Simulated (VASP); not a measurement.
Runs of VASP 6.6.1 on MgSiN. The structure is that of space group P-6m2 (No. 187), or close to it. The cells are those of the table. The cell was built from a structure type or drawn by symmetry, and may not be a known phase.

| task | potentials or basis | cell | k mesh | cutoff (eV) | mended | gap on the mesh (eV) | pressure (GPa) | relaxed volume (Å³/atom) |
| --- | --- | --- | --- | --- | --- | --- | --- | --- |
| relaxation of cell and atoms | VASP PAW PBE potentials, release 64 (Mg, Si, N) | relaxed from a = 4.311, b = 4.311, c = 2.752 Å, angles 90.0, 90.0, 120.0°, 3 atoms | 12 × 12 × 16 | 600 | - | none | 0.0 | (a) |
| single point | VASP PAW PBE potentials, release 64 (Mg, Si, N) | a = 4.311, b = 4.311, c = 2.752 Å, angles 90.0, 90.0, 120.0°, 3 atoms | 6 × 6 × 6 | 520 | - | none | -0.3 | - |
| single point | VASP PAW PBE potentials, release 64 (Mg, Si, N) | a = 4.381, b = 4.381, c = 2.624 Å, angles 90.0, 90.0, 120.0°, 3 atoms | 12 × 12 × 16 | 520 | - | none | -0.1 | - |
| relaxation of cell and atoms | VASP PAW PBE potentials, release 64 (Mg_sv, Si, N) | relaxed from a = 3.388, b = 3.388, c = 3.460 Å, angles 90.0, 90.0, 120.0°, 3 atoms | 6 × 6 × 6 | 750 | yes | none | 0.0 | 14.46 |

Alike in all rows: level PBE; no spin polarisation; smearing gaussian 0.1 eV.

Task: Estimate the missing entries.

Result: (a) 14.51.

Caveats: some runs use coarse meshes; the volume moved by over 15 % at a fixed basis, so the end points are rough (at least some runs).

A gap of «none» marks levels without a gap at the run's occupations.

The runs don't all hold the same shells in valence.
